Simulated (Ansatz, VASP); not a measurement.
In6O: VASP beside Ansatz

```
In O
1.0
     3.02662    1.74742    5.80293
    -3.02662    1.74742    5.80293
     0.00000   -3.49484    5.80293
In O
6 1
Direct
  0.50000 0.50000 0.00000
  0.00000 0.50000 0.50000
  0.50000 0.00000 0.50000
  0.87229 0.87229 0.87229
  0.12771 0.12771 0.12771
  0.50000 0.50000 0.50000
  0.00000 0.00000 0.00000
```

Alike in both runs: functional PBE; k mesh 3 × 3 × 3; occupations gaussian, width 0.2 eV; no spin polarisation.

Ansatz relaxed the structure, and its values are those at the end. VASP's run is a single point on that final structure, the one shown.

|  | VASP | Ansatz |
| --- | --- | --- |
| version | VASP 6.6.1 | Ansatz 0.2.0 |
| potentials or method | VASP PAW PBE potentials, release 64 (In_d, O), cutoff 600 eV | scalar-relativistic, plane waves, PAW |
| valence electrons in the cell | 84 | 84 |

|  | VASP | Ansatz | Ansatz less VASP |
| --- | --- | --- | --- |
| gap on the k mesh at the Fermi level (eV) | none | none | - |
| pressure (GPa) | 0.0 | 0.0 | -0.02 |
| rms of the force components (eV/Å) | 0.008 | 0.016 | +0.0079 |

A gap of «none» marks a metal or a gap that the smearing closes.

The k mesh is coarse, so the values compare programs but aren't converged.
